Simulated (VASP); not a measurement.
As:

```
As
1.0
     0.00000    2.21000    2.21000
     2.21000    0.00000    2.21000
     2.21000    2.21000    0.00000
As
1
Direct
  0.00000 0.00000 0.00000
```

This isn't the form of As at room conditions, which is rhombohedral.

```yaml
Program: VASP 6.6.1
Task: relaxation of cell and atoms
Functional: PBEsol
Potentials_or_basis: VASP PAW PBE potentials, release 64 (As)
Cutoff: 500 eV
k_mesh: 17 × 17 × 17
Occupations: methfessel-paxton, width 0.1 eV
Spin: no spin polarisation
```

At the start: pressure -10.2 GPa; volume 21.59 Å³/atom.

Question: How do energy, volume and symmetry change on relaxing?

Answer: Over 3 steps the energy falls by 113.4 meV/atom and the volume is 18.49 Å³/atom (-14.4 %); space group Fm-3m (No. 225, to 0.1 Å) before and after.

Step by step:
```
step  energy change (eV)  largest force (eV/Å)  pressure (GPa)  volume (Å³)
   1              0.0000                0.0000          -10.15        21.59
   2             -0.0994                0.0000            5.25        17.59
   3             -0.1134                0.0000           -0.04        18.49
```

Final structure:
```
As
1.0
     0.00000    2.09871    2.09871
     2.09871    0.00000    2.09871
     2.09871    2.09871    0.00000
As
1
Direct
  0.00000 0.00000 0.00000
```

Caveat: the PAW data sets were made with another functional, which shifts forces and pressure a little.
